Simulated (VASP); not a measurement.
A run of VASP 6.6.1:

Contents of INCAR:

```
SYSTEM = AlAs
PREC = Accurate
ENCUT = 500
EDIFF = 1E-6
ISMEAR = 0
SIGMA = 0.02
LREAL = .FALSE.
LASPH = .TRUE.
NELM = 200
ALGO = Normal
ISIF = 2
LWAVE = .FALSE.
LCHARG = .FALSE.
LNONCOLLINEAR = .TRUE.
MAGMOM = 0 0 0 0 0 0
LORBIT = 11
LSORBIT = .TRUE.
GGA_COMPAT = .FALSE.
LORBMOM = .TRUE.
GGA = PE
NBANDS = 20
```

The input KPOINTS:

```
regular mesh
0
G
  8 8 8
  0 0 0
```

Contents of POSCAR:

```
AlAs
1.0
    0.0000000000      2.8638066096      2.8638066096
    2.8638066096      0.0000000000      2.8638066096
    2.8638066096      2.8638066096      0.0000000000
Al As
1 1
Direct
    0.0000000000      0.0000000000      0.0000000000
    0.2500000000      0.2500000000      0.2500000000
```

Potentials or basis: VASP PAW PBE potentials, release 64 (Al, As).

Launch:

```console
$ cat potpaw_PBE.64/Al/POTCAR potpaw_PBE.64/As/POTCAR > POTCAR
$ mpirun -np 1 vasp_ncl > vasp.out
```

Hardware: 1 thread of Intel(R) Xeon(R) Platinum 8259CL CPU @ 2.50GHz (Skylake/Cascade Lake), with other jobs on the host.

Q: Estimate the wall time of this run.

A: Run time: 110 s on 1 thread of Intel(R) Xeon(R) Platinum 8259CL CPU @ 2.50GHz (Skylake/Cascade Lake) (shared host), peak memory 0.3 GiB. Counts: scf iterations 12, k points 43.
